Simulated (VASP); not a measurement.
A run of VASP 6.6.1:

Contents of INCAR:

```
SYSTEM = ZnS
PREC = Accurate
ENCUT = 520
EDIFF = 1E-6
ISMEAR = 0
SIGMA = 0.01
LREAL = .FALSE.
LASPH = .TRUE.
NELM = 80
ALGO = Normal
ISIF = 2
LWAVE = .FALSE.
LCHARG = .FALSE.
GGA = PE
NBANDS = 26
```

KPOINTS

```
regular mesh
0
G
  6 6 4
  0 0 0
```

Contents of POSCAR:

```
ZnS
1.0
    3.7665223202      0.0000000000      0.0000000000
   -1.8832611601      3.2619040132      0.0000000000
    0.0000000000      0.0000000000      6.1766695031
Zn S
2 2
Direct
    0.3333333333      0.6666666667      0.0002443153
    0.6666666667      0.3333333333      0.5002443153
    0.3333333333      0.6666666667      0.3747556847
    0.6666666667      0.3333333333      0.8747556847
```

Potentials or basis: VASP PAW PBE potentials, release 64 (Zn, S).

Command:

```sh
$ cat potpaw_PBE.64/Zn/POTCAR potpaw_PBE.64/S/POTCAR > POTCAR
$ mpirun -np 1 vasp_std > vasp.out
```

Hardware: 1 thread of Intel Xeon 8259CL, on a shared host.

Problem. Estimate the wall time of this run.

Solution. It took 39 s on 1 thread of Intel Xeon 8259CL, with other jobs on the host, peak memory 0.2 GiB. Counts: scf iterations 14, k points 21.
